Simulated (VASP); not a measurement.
Runs of VASP 6.6.1 on MnO. The structure is that of space group Fm-3m (No. 225), or close to it. The cells are those of the table. 

| task | cell | gap on the mesh (eV) | pressure (GPa) | moment (μB) |
| --- | --- | --- | --- | --- |
| electric field gradients | a = 3.184 Å, angles 60.0°, 2 atoms | none | -4.1 | 4.85 |
| single point | a = 3.111 Å, angles 60.0°, 2 atoms | none | 3.4 | 4.67 |
| single point | a = 3.174 Å, angles 58.7°, 2 atoms | none | (a) | (c) |
| single point | a = 3.079 Å, angles 60.0°, 2 atoms | none | (d) | 4.59 |
| electric field gradients | a = 3.078 Å, angles 60.0°, 2 atoms | none | (b) | 4.59 |
| electric field gradients | a = 3.204 Å, angles 60.0°, 2 atoms | none | -5.9 | 4.89 |
| single point | a = 3.100 Å, angles 60.0°, 2 atoms | none | 4.6 | 4.64 |

Alike in all rows: level PBE; potentials or basis VASP PAW PBE potentials, release 64 (Mn_pv, O); spin collinear, ferromagnetic start; k mesh 16 × 16 × 16; cutoff (eV) 520; smearing fermi-dirac 0.05 eV.

Problem. Fill in the values left out.

Solution. (a) 0.0; (b) 7.5; (c) 4.76; (d) 7.4.

Caveats: a cell with one magnetic atom can't hold antiferromagnetic order, which such compounds often take; semilocal functionals often make such compounds metallic where correlation or magnetic order opens a gap, which also shifts bond lengths.

A gap of «none» marks levels without a gap at the run's occupations.
